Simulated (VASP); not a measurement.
A run of VASP 6.6.1 is set up as follows.

INCAR

```
SYSTEM = BP
PREC = Accurate ; ENCUT = 520
EDIFF = 1E-6 ; ISMEAR = -1
SIGMA = 0.05 ; LREAL = .False.
LASPH = .True. ; NELM = 60
ALGO = Normal ; ISIF = 2
LWAVE = .False. ; LCHARG = .False.
GGA = PS ; NBANDS = 11
```

KPOINTS

```
regular mesh
0
Gamma
  10 10 10
  0 0 0
```

Contents of POSCAR:

```
BP
1.0
    0.0000000000      2.2202348877      2.2202348877
    2.2202348877      0.0000000000      2.2202348877
    2.2202348877      2.2202348877      0.0000000000
P B
1 1
Direct
    0.7500000000      0.7500000000      0.7500000000
    0.0000000000      0.0000000000      0.0000000000
```

Potentials or basis: VASP PAW PBE potentials, release 64 (P, B).

Launch:

```bash
$ cat potpaw_PBE.64/P/POTCAR potpaw_PBE.64/B/POTCAR > POTCAR
$ mpirun -np 1 vasp_std > vasp.out
```

**Question.** Estimate the band gap on the k mesh.

**Answer.** 1.05 eV, indirect (least direct gap 3.46 eV).

**Question.** What does it give for the pressure?

**Answer.** 10.1 GPa.

Caveat: the PAW data sets were made with another functional, which shifts forces and pressure a little. A k mesh can miss the band edges.
